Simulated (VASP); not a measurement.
# AlNi (Pm-3m) in VASP: settings compared, part 2 of 2

VASP 6.6.1.

## (3) Single point, PBEsol-based global hybrid with 25 % exact exchange, collinear spin, ferromagnetic start

This run uses another cell than the first one, of 11.56 Å³/atom.

POSCAR

```
AlNi
1.0
    2.8486195093      0.0000000000      0.0000000000
    0.0000000000      2.8486195093      0.0000000000
    0.0000000000      0.0000000000      2.8486195093
Ni Al
1 1
Direct
    0.5000000000      0.5000000000      0.5000000000
    0.0000000000      0.0000000000      0.0000000000
```

INCAR.step1

```
SYSTEM = AlNi
PREC = Accurate
ENCUT = 520
EDIFF = 1E-5
ISMEAR = -1
SIGMA = 0.05
LREAL = .False.
LASPH = .True.
NELM = 150
ALGO = Normal
ISIF = 2
LWAVE = .True.
LCHARG = .False.
ISPIN = 2
MAGMOM = 1 0
LORBIT = 11
LMAXMIX = 4
NBANDS = 18
GGA = PE
```

INCAR.step2

```
SYSTEM = AlNi
PREC = Accurate
ENCUT = 520
EDIFF = 1E-6
ISMEAR = -1
SIGMA = 0.05
LREAL = .False.
LASPH = .True.
NELM = 150
ALGO = Normal
ISIF = 2
LWAVE = .False.
LCHARG = .False.
ISPIN = 2
MAGMOM = 1 0
LORBIT = 11
LMAXMIX = 4
GGA = PS
LHFCALC = .True.
AEXX = 0.25
PRECFOCK = Normal
NBANDS = 18
ISTART = 1
```

KPOINTS

```
regular mesh
0
Gamma
  5 5 5
  0 0 0
```

Potentials or basis: VASP PAW PBE potentials, release 64 (Ni, Al).

Run with:

```
> cat potpaw_PBE.64/Ni/POTCAR potpaw_PBE.64/Al/POTCAR > POTCAR
> cp INCAR.step1 INCAR
> mpirun -np 1 vasp_std > vasp.out
> cp INCAR.step2 INCAR
> mpirun -np 1 vasp_std > vasp.out
```

OUTCAR:

```text
SYSTEM = AlNi
   PREC = Accurate
   ENCUT = 520
   EDIFF = 1E-6
   ISMEAR = -1
   LREAL = .False.
   LASPH = .True.
   NELM = 150
   ISIF = 2
   ISPIN = 2
   LORBIT = 11
   GGA = PS
   LHFCALC = .True.
   AEXX = 0.25
   PRECFOCK = Normal
   ISTART = 1

 ion  position               nearest neighbor table
   1  0.500  0.500  0.500-   2 2.47   2 2.47   2 2.47   2 2.47   2 2.47   2 2.47   2 2.47   2 2.47

   2  0.000  0.000  0.000-   1 2.47   1 2.47   1 2.47   1 2.47   1 2.47   1 2.47   1 2.47   1 2.47

  LATTYP: Found a simple cubic cell.
 ALAT       =     2.8486195093

  Lattice vectors:

[... 626 lines left out ...]

 VOLUME and BASIS-vectors are now :
 -----------------------------------------------------------------------------
  energy-cutoff  :      520.00
  volume of cell :       23.12
      direct lattice vectors                 reciprocal lattice vectors
     2.848619509  0.000000000  0.000000000     0.351047234  0.000000000  0.000000000
     0.000000000  2.848619509  0.000000000     0.000000000  0.351047234  0.000000000
     0.000000000  0.000000000  2.848619509     0.000000000  0.000000000  0.351047234

 POSITION                                       TOTAL-FORCE (eV/Angst)
 -----------------------------------------------------------------------------------
      1.42431      1.42431      1.42431         0.000000      0.000000      0.000000
      0.00000      0.00000      0.00000         0.000000      0.000000      0.000000
 -----------------------------------------------------------------------------------
    total drift:                                0.000000      0.000000      0.000000

  FREE ENERGIE OF THE ION-ELECTRON SYSTEM (eV)
  ---------------------------------------------------
  free  energy   TOTEN  =       -13.4884490875 eV

  energy  without entropy=      -13.4826200040  energy(sigma->0) =      -13.48553455

 total charge

# of ion       s       p       d       tot
------------------------------------------
    1        0.486   0.524   8.624   9.635
    2        0.451   0.436   0.000   0.887
--------------------------------------------------
tot          0.937   0.960   8.624  10.521

 magnetization (x)

# of ion       s       p       d       tot
------------------------------------------
    1        0.002  -0.001   0.056   0.057
    2        0.001   0.001   0.000   0.002
--------------------------------------------------
tot          0.003   0.000   0.056   0.059
```

OUTCAR.step1:

```text
SYSTEM = AlNi
   PREC = Accurate
   ENCUT = 520
   EDIFF = 1E-5
   ISMEAR = -1
   LREAL = .False.
   LASPH = .True.
   NELM = 150
   ISIF = 2
   ISPIN = 2
   LORBIT = 11
   GGA = PE
[... 651 lines left out ...]

 total charge

# of ion       s       p       d       tot
------------------------------------------
    1        0.496   0.545   8.482   9.523
    2        0.390   0.429   0.000   0.818
--------------------------------------------------
tot          0.886   0.974   8.482  10.342

 magnetization (x)

# of ion       s       p       d       tot
------------------------------------------
    1        0.003   0.008   0.095   0.106
    2        0.001   0.005   0.000   0.006
--------------------------------------------------
tot          0.004   0.013   0.095   0.112
```

Run time: 9 min. Hardware: 1 thread of Intel Xeon Platinum 8259CL at 2.50GHz (Skylake/Cascade Lake), shared host; peak memory 0.16 GiB.

What came out:

- Free energy: -13.4884 eV
- Pressure: 0.1 GPa
- Net moment: 0.06 μB per cell
- Site moments: Ni +0.06; Al +0.00 μB
- Valence electrons inside the program's atomic spheres: Ni 9.63; Al 0.89

Caveat: the k points lie up to 0.44 Å⁻¹ apart; the PAW data sets were made with another functional, which shifts forces and pressure a little.

## (4) Single point, PBEsol-based screened hybrid with 25 % exact exchange, collinear spin, ferromagnetic start

POSCAR

```
AlNi
1.0
    2.8810000000      0.0000000000      0.0000000000
    0.0000000000      2.8810000000      0.0000000000
    0.0000000000      0.0000000000      2.8810000000
Ni Al
1 1
Direct
    0.5000000000      0.5000000000      0.5000000000
    0.0000000000      0.0000000000      0.0000000000
```

INCAR.step1

```
SYSTEM = AlNi
PREC     = Accurate       ! precision mode
ENCUT    = 520            ! plane-wave cutoff, eV
EDIFF    = 1E-5           ! SCF threshold, eV
ISMEAR   = -1             ! smearing method
SIGMA    = 0.05           ! smearing width, eV
LREAL    = .FALSE.        ! projectors in reciprocal space
LASPH    = .TRUE.         ! aspherical terms in the spheres
NELM     = 150            ! most SCF steps
ALGO     = Normal         ! electronic algorithm
ISIF     = 2              ! what is computed and relaxed
LWAVE    = .TRUE.         ! write WAVECAR
LCHARG   = .FALSE.        ! write CHGCAR
ISPIN    = 2              ! spin polarisation
MAGMOM   = 1 0            ! initial moments
LORBIT   = 11             ! projections on sites
LMAXMIX  = 4              ! l up to which the mixer works
GGA      = PE             ! functional
NBANDS   = 18             ! bands
```

INCAR.step2

```
SYSTEM = AlNi
PREC     = Accurate       ! precision mode
ENCUT    = 520            ! plane-wave cutoff, eV
EDIFF    = 1E-6           ! SCF threshold, eV
ISMEAR   = -1             ! smearing method
SIGMA    = 0.05           ! smearing width, eV
LREAL    = .FALSE.        ! projectors in reciprocal space
LASPH    = .TRUE.         ! aspherical terms in the spheres
NELM     = 150            ! most SCF steps
ALGO     = Normal         ! electronic algorithm
ISIF     = 2              ! what is computed and relaxed
LWAVE    = .FALSE.        ! write WAVECAR
LCHARG   = .FALSE.        ! write CHGCAR
ISPIN    = 2              ! spin polarisation
MAGMOM   = 1 0            ! initial moments
LORBIT   = 11             ! projections on sites
LMAXMIX  = 4              ! l up to which the mixer works
GGA      = PS             ! functional
LHFCALC  = .TRUE.         ! exact exchange
AEXX     = 0.25           ! exact-exchange fraction
HFSCREEN = 0.207          ! screening, 1/A
PRECFOCK = Normal       
ISTART   = 1            
NBANDS   = 18             ! bands
```

KPOINTS

```
Automatic mesh
0
G
  5 5 5
  0 0 0
```

Run with:

```
> cat potpaw_PBE.64/Ni/POTCAR potpaw_PBE.64/Al/POTCAR > POTCAR
> cp INCAR.step1 INCAR
> mpirun -np 1 vasp_std > vasp.out
> cp INCAR.step2 INCAR
> mpirun -np 1 vasp_std > vasp.out
```

Wall time 31 min (1 thread of Intel Xeon Platinum 8259CL at 2.50GHz (Skylake/Cascade Lake), shared host); peak memory 0.26 GiB.

The run converged. Its results:

| Property | Result |
| --- | --- |
| Free energy | -12.6172 eV |
| Pressure | -5.8 GPa |
| Net moment | 0.44 μB per cell |
| Site moments | Ni +0.39; Al +0.02 μB |
| Valence electrons inside the program's atomic spheres | Ni 9.55; Al 0.86 |

Levels at points of the mesh, in eV from the Fermi level:
Spin up:
```tsv
k point	band 2	band 3	band 4	band 5	band 6	band 7	band 8	band 9	band 10	band 11
(0.00, 0.00, 0.00)	-4.78	-4.78	-2.76	-2.76	-2.76	6.35	6.35	6.35	8.99	8.99
```
Spin down:
| k point | band 3 | band 4 | band 5 | band 6 | band 7 | band 8 | band 9 | band 10 |
| --- | --- | --- | --- | --- | --- | --- | --- | --- |
| (0.00, 0.00, 0.00) | -3.74 | -2.32 | -2.32 | -2.32 | 6.43 | 6.43 | 6.43 | 9.42 |

Caveat: the k points lie up to 0.44 Å⁻¹ apart; the PAW data sets were made with another functional, which shifts forces and pressure a little.

## (5) The runs side by side

| level | fixed moment (μB) | cell | k mesh | grid for exact exchange (PRECFOCK) | share of exact exchange | screening parameter | gap on the mesh (eV) | pressure (GPa) | moment (μB) |
| --- | --- | --- | --- | --- | --- | --- | --- | --- | --- |
| PBEsol | 1.0 | a = 2.881 Å, 2 atoms | 8 × 8 × 8 | - | - | - | - | 0.7 | 1.00 |
| PBEsol-based global hybrid with 25 % exact exchange | - | a = 2.849 Å, 2 atoms | 5 × 5 × 5 | Normal | 0.25 | - | none | 0.1 | 0.06 |
| PBEsol-based screened hybrid with 25 % exact exchange | - | a = 2.881 Å, 2 atoms | 5 × 5 × 5 | Normal | 0.25 | 0.207 1/Å | none | -5.8 | 0.44 |

Alike in all rows: task single point; potentials or basis VASP PAW PBE potentials, release 64 (Ni, Al); spin collinear, ferromagnetic start; cutoff (eV) 520; smearing fermi-dirac 0.05 eV.

Caveats: some runs use coarse meshes; the PAW data sets were made with another functional, which shifts forces and pressure a little; the total moment is fixed, so each spin has its own Fermi level (at least some runs).

Total energies depend on the potentials used, so only differences within one code and one set of settings carry meaning.
